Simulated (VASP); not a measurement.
The system is V.

```
V
1.0
     3.03000    0.00000    0.00000
     0.00000    3.03000    0.00000
     0.00000    0.00000    3.03000
V
2
Direct
  0.00000 0.00000 0.00000
  0.50000 0.50000 0.50000
```

```yaml
Program: VASP 6.6.1
Task: relaxation of volume and atoms at fixed shape
Functional: PBE
Potentials_or_basis: VASP PAW PBE potentials, release 64 (V_sv)
Cutoff: 600 eV
k_mesh: 8 × 8 × 8
Occupations: methfessel-paxton, width 0.05 eV
Spin: collinear spin, ferromagnetic start
Starting_moments: "[1.5, 1.5] μB"
```

At the start: pressure -5.1 GPa; volume 13.91 Å³/atom.

**Question.** How do energy, volume and symmetry change on relaxing?

**Answer.** Over 3 steps the energy falls by 8.3 meV/atom and the volume is 13.44 Å³/atom (-3.3 %); space group Im-3m (No. 229, to 0.1 Å) before and after; moment 0.20 μB per cell.

The path:
| step | energy change (eV) | largest force (eV/Å) | pressure (GPa) | volume (Å³) |
| --- | --- | --- | --- | --- |
| 1 | 0.0000 | 0.0000 | -5.13 | 27.82 |
| 2 | -0.0006 | 0.0000 | 6.29 | 26.06 |
| 3 | -0.0166 | 0.0000 | -0.02 | 26.89 |

Final structure:
```yaml
crystal:
  lattice:
    - [2.99586, 0.00000, 0.00000]
    - [0.00000, 2.99586, 0.00000]
    - [0.00000, 0.00000, 2.99586]
  atoms:
    - { symbol: V, position: [0.00000, 0.00000, 0.00000] }
    - { symbol: V, position: [0.50000, 0.50000, 0.50000] }
```
